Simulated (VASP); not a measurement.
# WS2: single point with BLYP

WS2, a slab with vacuum:

```xyz
3
Lattice="3.1835 0.0000 0.0000 -1.5918 2.7570 0.0000 0.0000 0.0000 16.9506" Properties=species:S:1:pos:R:3 pbc="T T T"
W     0.0000    1.8380    0.0000
S     1.5918    0.9190   15.3911
S     1.5918    0.9190    1.5595
```

```yaml
Program: VASP 6.6.1
Task: single point
Functional: BLYP
Potentials_or_basis: VASP PAW PBE potentials, release 64 (W_sv, S)
Cutoff: 520 eV
k_mesh: 7 × 7 × 1
Occupations: fermi-dirac, width 0.1 eV
Spin: no spin polarisation
```

```yaml
Largest_force: 0.792 eV/Å
Band_gap_on_the_k_mesh: 2.11 eV, indirect (least direct gap 2.43 eV)
```

Forces on the atoms (eV/Å):
```
W    0.000  0.000  0.000
S    0.000  0.000 -0.792
S    0.000  0.000  0.792
```

Levels at points of the mesh, in eV from the valence-band top:
| k point | band 11 | band 12 | band 13 | band 14 | band 15 | band 16 |
| --- | --- | --- | --- | --- | --- | --- |
| (0.00, 0.00, 0.00) | -1.67 | -1.67 | 0.00 | 2.91 | 2.91 | 3.05 |

It took 34 s on 1 thread of Intel(R) Xeon(R) 6975P-C (Granite Rapids), with other jobs on the host, peak memory 0.24 GiB.

Caveat: the PAW data sets were made with another functional, which shifts forces and pressure a little; spin-orbit coupling is left out, which moves the levels of the heavy elements.
